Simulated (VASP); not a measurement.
# Cd (Fm-3m) in VASP: further runs, part 2 of 2

VASP 6.6.1. Earlier steps stand in the parts before.

### Step 5. Single point, PBE (volume scaled by 0.88)

INCAR reads:

```
PREC = Accurate ; ENCUT = 520
EDIFF = 1E-6 ; ISMEAR = -1
SIGMA = 0.1 ; LREAL = F
LASPH = T ; NELM = 60
ALGO = Normal ; ISIF = 2
LWAVE = F ; LCHARG = T
GGA = PE ; LELF = T
LVHAR = T ; NBANDS = 12
```

KPOINTS reads:

```
Automatic mesh
0
Gamma
  20 20 20
```

POSCAR reads:

```
Cd
1.0
    0.0000000000      2.1596643275      2.1596643275
    2.1596643275      0.0000000000      2.1596643275
    2.1596643275      2.1596643275      0.0000000000
Cd
1
Direct
    0.0000000000      0.0000000000      0.0000000000
```

Potentials or basis: VASP PAW PBE potentials, release 64 (Cd).

Run with:

```console
$ cat potpaw_PBE.64/Cd/POTCAR > POTCAR
$ mpirun -np 1 vasp_std > vasp.out
```

OUTCAR:

```text
PREC = Accurate
   ENCUT = 520
   EDIFF = 1E-6
   ISMEAR = -1
   LREAL = F
   LASPH = T
   NELM = 60
   ISIF = 2
   GGA = PE

 ion  position               nearest neighbor table
   1  0.000  0.000  0.000-

  LATTYP: Found a face centered cubic cell.
 ALAT       =     4.3193286550

  Lattice vectors:

 A1 = (   0.0000000000,   2.1596643275,   2.1596643275)
 A2 = (   2.1596643275,   0.0000000000,   2.1596643275)
 A3 = (   2.1596643275,   2.1596643275,   0.0000000000)

[... 536 lines left out ...]
     12      21.5706      0.00000

 [... further k-points ...]

------------------------ aborting loop because EDIFF is reached ----------------------------------------

  FORCE on cell =-STRESS in cart. coord.  units (eV):
  Direction    XX          YY          ZZ          XY          YZ          ZX
  --------------------------------------------------------------------------------------
  -------------------------------------------------------------------------------------
  Total        1.0103472      1.0103472      1.0103472     -0.0000000     -0.0000000      0.0000000
  in kB       80.3512148     80.3512148     80.3512148     -0.0000000     -0.0000000      0.0000000
  external PRESSURE =      80.3512148 kB  Pullay stress =       0.0000000 kB

 VOLUME and BASIS-vectors are now :
 -----------------------------------------------------------------------------
  energy-cutoff  :      520.00
  volume of cell :       20.15
      direct lattice vectors                 reciprocal lattice vectors
     0.000000000  2.159664327  2.159664327    -0.231517460  0.231517460  0.231517460
     2.159664327  0.000000000  2.159664327     0.231517460 -0.231517460  0.231517460
     2.159664327  2.159664327  0.000000000     0.231517460  0.231517460 -0.231517460

 POSITION                                       TOTAL-FORCE (eV/Angst)
 -----------------------------------------------------------------------------------
      0.00000      0.00000      0.00000         0.000000      0.000000      0.000000
 -----------------------------------------------------------------------------------
    total drift:                               -0.000000      0.000000     -0.000000

  FREE ENERGIE OF THE ION-ELECTRON SYSTEM (eV)
  ---------------------------------------------------
  free  energy   TOTEN  =        -0.6858670805 eV

  energy  without entropy=       -0.6758934809  energy(sigma->0) =       -0.68088028
```

OSZICAR:

```text
N       E                     dE             d eps       ncg     rms          rms(c)
DAV:   1     0.695892188395E+02    0.69589E+02   -0.70789E+03  6672   0.101E+03
DAV:   2     0.464563370607E+00   -0.69125E+02   -0.65693E+02  6640   0.239E+02
DAV:   3    -0.741324121348E+00   -0.12059E+01   -0.12052E+01  7316   0.355E+01
DAV:   4    -0.742750903149E+00   -0.14268E-02   -0.14267E-02  6948   0.119E+00
DAV:   5    -0.742754105712E+00   -0.32026E-05   -0.32027E-05  7288   0.570E-02    0.387E+00
DAV:   6    -0.689268986391E+00    0.53485E-01   -0.14060E-01  7292   0.492E+00    0.296E+00
DAV:   7    -0.685920083226E+00    0.33489E-02   -0.13574E-02  7252   0.128E+00    0.139E+00
DAV:   8    -0.685837118406E+00    0.82965E-04   -0.15110E-03  6552   0.543E-01    0.624E-02
DAV:   9    -0.685860264065E+00   -0.23146E-04   -0.73214E-06  7332   0.259E-02    0.168E-02
DAV:  10    -0.685867129366E+00   -0.68653E-05   -0.49732E-06  6604   0.251E-02    0.163E-03
DAV:  11    -0.685867080453E+00    0.48913E-07   -0.15033E-08  3664   0.144E-03
   1 F= -.68586708E+00 E0= -.68088028E+00  d E =-.997360E-02
```

Wall time 17 s (1 thread of Intel Xeon 6975P-C (Granite Rapids), shared host); peak memory 0.18 GiB.

Results:

```
Free energy            : -0.6859 eV
Pressure               : 8.0 GPa
Band gap on the k mesh : zero (band 6 reaches 5.58 eV, above the bottom of band 7 at 2.26 eV)
```

### Step 6. Single point, PBE (volume scaled by 0.92)

INCAR reads:

```
SYSTEM = Cd
ALGO = Normal
EDIFF = 1E-6
ENCUT = 520
GGA = PE
ISIF = 2
ISMEAR = -1
LASPH = .TRUE.
LCHARG = .FALSE.
LREAL = .FALSE.
LWAVE = .FALSE.
NBANDS = 12
NELM = 100
PREC = Accurate
SIGMA = 0.1
```

KPOINTS reads:

```
k-points
0
G
  20 20 20
  0 0 0
```

POSCAR reads:

```
Cd
1.0
    0.0000000000      2.1919028763      2.1919028763
    2.1919028763      0.0000000000      2.1919028763
    2.1919028763      2.1919028763      0.0000000000
Cd
1
Direct
    0.0000000000      0.0000000000      0.0000000000
```

Potentials or basis: VASP PAW PBE potentials, release 64 (Cd).

Run with:

```console
$ cat potpaw_PBE.64/Cd/POTCAR > POTCAR
$ mpirun -np 1 vasp_std > vasp.out
```

OUTCAR:

```text
SYSTEM = Cd
   EDIFF = 1E-6
   ENCUT = 520
   GGA = PE
   ISIF = 2
   ISMEAR = -1
   LASPH = .TRUE.
   LREAL = .FALSE.
   NELM = 100
   PREC = Accurate

 ion  position               nearest neighbor table
   1  0.000  0.000  0.000-

  LATTYP: Found a face centered cubic cell.
 ALAT       =     4.3838057526

  Lattice vectors:

 A1 = (   0.0000000000,   2.1919028763,   2.1919028763)
 A2 = (   2.1919028763,   0.0000000000,   2.1919028763)
 A3 = (   2.1919028763,   2.1919028763,   0.0000000000)

Analysis of symmetry for initial positions (statically):
=====================================================================
 Subroutine PRICEL returns:
 Original cell was already a primitive cell.

 Routine SETGRP: Setting up the symmetry group for a
 face centered cubic supercell.

 Subroutine GETGRP returns: Found 48 space group operations
 (whereof 48 operations were pure point group operations)
 out of a pool of 48 trial point group operations.

The static configuration has the point symmetry O_h .

Analysis of symmetry for dynamics (positions and initial velocities):
[... 165 lines left out ...]
      1      -6.1366      2.00000
      2      -6.1366      2.00000
      3      -6.1366      2.00000
      4      -5.9562      2.00000
      5      -5.6467      2.00000
      6      -5.6467      2.00000
      7      17.1253      0.00000
      8      18.4139      0.00000
      9      18.4139      0.00000
     10      18.4139      0.00000
     11      21.8452      0.00000
     12      21.8452      0.00000
[... 331 lines left out ...]
 k-point    24 :      -0.3500    0.0500    0.0000
  band No.  band energies     occupation
      1      -6.5754      2.00000
      2      -6.0938      2.00000
      3      -6.0768      2.00000
      4      -5.4081      2.00000
      5      -5.3601      2.00000
      6      -1.9952      2.00000
      7       5.4346      0.00000
      8      14.9161      0.00000
      9      16.7313      0.00000
     10      16.7963      0.00000
     11      20.0722      0.00000
     12      20.7427      0.00000

 [... further k-points ...]

------------------------ aborting loop because EDIFF is reached ----------------------------------------

  FORCE on cell =-STRESS in cart. coord.  units (eV):
  Direction    XX          YY          ZZ          XY          YZ          ZX
  --------------------------------------------------------------------------------------
  -------------------------------------------------------------------------------------
  Total        0.6088991      0.6088991      0.6088991     -0.0000000     -0.0000000      0.0000000
  in kB       46.3192999     46.3192999     46.3192999     -0.0000000     -0.0000000      0.0000000
  external PRESSURE =      46.3192999 kB  Pullay stress =       0.0000000 kB

 VOLUME and BASIS-vectors are now :
 -----------------------------------------------------------------------------
  energy-cutoff  :      520.00
  volume of cell :       21.06
      direct lattice vectors                 reciprocal lattice vectors
     0.000000000  2.191902876  2.191902876    -0.228112297  0.228112297  0.228112297
     2.191902876  0.000000000  2.191902876     0.228112297 -0.228112297  0.228112297
     2.191902876  2.191902876  0.000000000     0.228112297  0.228112297 -0.228112297

 POSITION                                       TOTAL-FORCE (eV/Angst)
 -----------------------------------------------------------------------------------
      0.00000      0.00000      0.00000        -0.000000     -0.000000     -0.000000
 -----------------------------------------------------------------------------------
    total drift:                               -0.000000      0.000000      0.000000

  FREE ENERGIE OF THE ION-ELECTRON SYSTEM (eV)
  ---------------------------------------------------
  free  energy   TOTEN  =        -0.7216819562 eV

  energy  without entropy=       -0.7112855100  energy(sigma->0) =       -0.71648373
```

OSZICAR:

```text
N       E                     dE             d eps       ncg     rms          rms(c)
DAV:   1     0.704663718423E+02    0.70466E+02   -0.70311E+03  6544   0.999E+02
DAV:   2     0.474133201044E+00   -0.69992E+02   -0.66506E+02  6636   0.239E+02
DAV:   3    -0.770621980492E+00   -0.12448E+01   -0.12442E+01  7296   0.359E+01
DAV:   4    -0.772110644781E+00   -0.14887E-02   -0.14886E-02  6868   0.122E+00
DAV:   5    -0.772114053591E+00   -0.34088E-05   -0.34092E-05  7400   0.587E-02    0.341E+00
DAV:   6    -0.724122837163E+00    0.47991E-01   -0.12890E-01  7260   0.464E+00    0.268E+00
DAV:   7    -0.721575177763E+00    0.25477E-02   -0.12215E-02  7272   0.119E+00    0.130E+00
DAV:   8    -0.721649094871E+00   -0.73917E-04   -0.14597E-03  6524   0.524E-01    0.603E-02
DAV:   9    -0.721675955061E+00   -0.26860E-04   -0.96012E-06  7268   0.295E-02    0.148E-02
DAV:  10    -0.721682021201E+00   -0.60661E-05   -0.45215E-06  6620   0.239E-02    0.143E-03
DAV:  11    -0.721681956247E+00    0.64954E-07   -0.13568E-08  3612   0.134E-03
   1 F= -.72168196E+00 E0= -.71648373E+00  d E =-.103964E-01
```

It took 16 s on 1 thread of Intel Xeon 6975P-C (Granite Rapids), shared host; peak memory 0.18 GiB.

What came out:

| Property | Result |
| --- | --- |
| Free energy | -0.7217 eV |
| Pressure | 4.6 GPa |
| Band gap on the k mesh | zero (band 6 reaches 5.20 eV, above the bottom of band 7 at 1.84 eV) |

### Step 7. Overview

| task | cell | k mesh | cutoff (eV) | gap on the mesh (eV) | pressure (GPa) |
| --- | --- | --- | --- | --- | --- |
| single point | a = 3.187 Å, angles 60.0°, 1 atom | 6 × 6 × 6 | 520 | none | 1.8 |
| single point | a = 3.187 Å, angles 60.0°, 1 atom | 12 × 12 × 12 | 520 | none | 0.2 |
| relaxation of cell and atoms | relaxed from a = 3.125 Å, angles 60.0°, 1 atom | 12 × 12 × 12 | 600 | none | 0.0 |
| single point | a = 3.054 Å, angles 60.0°, 1 atom | 20 × 20 × 20 | 520 | none | 8.0 |
| single point | a = 3.100 Å, angles 60.0°, 1 atom | 20 × 20 × 20 | 520 | none | 4.6 |

Alike in all rows: level PBE; potentials or basis VASP PAW PBE potentials, release 64 (Cd); no spin polarisation; smearing fermi-dirac 0.1 eV.

Caveats: some runs use coarse meshes.

Total energies depend on the potentials used, so only differences within one code and one set of settings carry meaning.
